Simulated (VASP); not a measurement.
Al: single point with LDA

Crystal: Al.

```
Al
1.0
     2.82350    0.00000    0.00000
    -1.41175    2.44522    0.00000
     0.00000    0.00000    4.45190
Al
2
Direct
  0.66667 0.33333 0.75000
  0.33333 0.66667 0.25000
```

This isn't the form of Al at room conditions, which is fcc.

* Program: VASP 6.6.1
* Task: single point
* Functional: LDA
* Potentials or basis: VASP PAW LDA potentials, release 64 (Al)
* Cutoff: 520 eV
* k mesh: 18 × 18 × 10
* Occupations: gaussian, width 0.15 eV
* Spin: no spin polarisation
* Dipole correction: no
* Further INCAR settings: ALGO = Fast; EDIFF = 1e-06; NBANDS = 10

```yaml
Pressure: 3.4 GPa
Band_gap_on_the_k_mesh: zero (bands 3 and 4 overlap by 8.20 eV)
```

Stress tensor (GPa, compression positive):
```
2.24 0.00 0.00
0.00 2.24 0.00
0.00 0.00 5.67
```

Levels at points of the mesh, in eV from the Fermi level:
```tsv
k point	band 1	band 2	band 3	band 4	band 5	band 6	band 7
(0.00, 0.00, 0.00)	-11.60	-4.62	-4.05	10.45	10.45	10.87	10.87
(0.50, 0.00, 0.00)	-5.68	-5.48	0.64	1.53	1.58	2.14	5.43
(0.00, 0.00, 0.50)	-9.75	-9.75	4.26	4.26	11.75	11.75	11.75
(0.50, 0.00, 0.50)	-4.17	-4.17	-3.38	-3.38	7.00	7.00	7.77
```

Run time: 53 s on 1 thread of Intel Xeon 8259CL, with other jobs on the host, peak memory 0.17 GiB.

Caveat: the cell stands under pressure.
